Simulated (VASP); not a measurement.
Input of a VASP 6.6.1 run:

The input INCAR:

```
PREC = Accurate
ENCUT = 520
EDIFF = 1E-7
ISMEAR = 0
SIGMA = 0.1
LREAL = False
LASPH = True
NELM = 60
ALGO = Normal
ISIF = 2
LWAVE = False
LCHARG = True
GGA = PE
LELF = True
LVHAR = True
NBANDS = 32
```

The input KPOINTS:

```
Automatic mesh
0
Gamma
  4 4 4
```

File POSCAR:

```
HfCl4F
1.0
    4.2752256000      0.0000000000      0.0000000000
    0.0000000000      4.2752256000      0.0000000000
    0.0000000000      0.0000000000      7.1521999700
Hf Cl F
1 4 1
Direct
    0.5000000000      0.5000000000      0.5000000000
    0.0000000000      0.0000000000      0.5984536400
    0.5000000000      0.5000000000      0.0985733100
    0.5000000000      0.5000000000      0.9014266900
    0.0000000000      0.0000000000      0.4015463600
    0.0000000000      0.0000000000      0.0000000000
```

Potentials or basis: VASP PAW PBE potentials, release 64 (Hf_pv, Cl, F).

Launch:

```console
$ cat potpaw_PBE.64/Hf_pv/POTCAR potpaw_PBE.64/Cl/POTCAR potpaw_PBE.64/F/POTCAR > POTCAR
$ mpirun -np 1 vasp_std > vasp.out
```

Task: What does it give for the pressure?

Result: 55.9 GPa.

Task: Estimate the largest force.

Result: 52.743 eV/Å.

Forces in eV/Å, atoms in the order of the input:
```
Hf    0.000   0.000   0.000
Cl    0.000   0.000  52.743
Cl    0.000   0.000  50.617
Cl    0.000   0.000 -50.617
Cl    0.000   0.000 -52.743
F     0.000   0.000   0.000
```

Caveat: the k points lie up to 0.37 Å⁻¹ apart; an odd number of electrons without spin polarisation forces a metal; a magnetic or distorted state may lie lower.
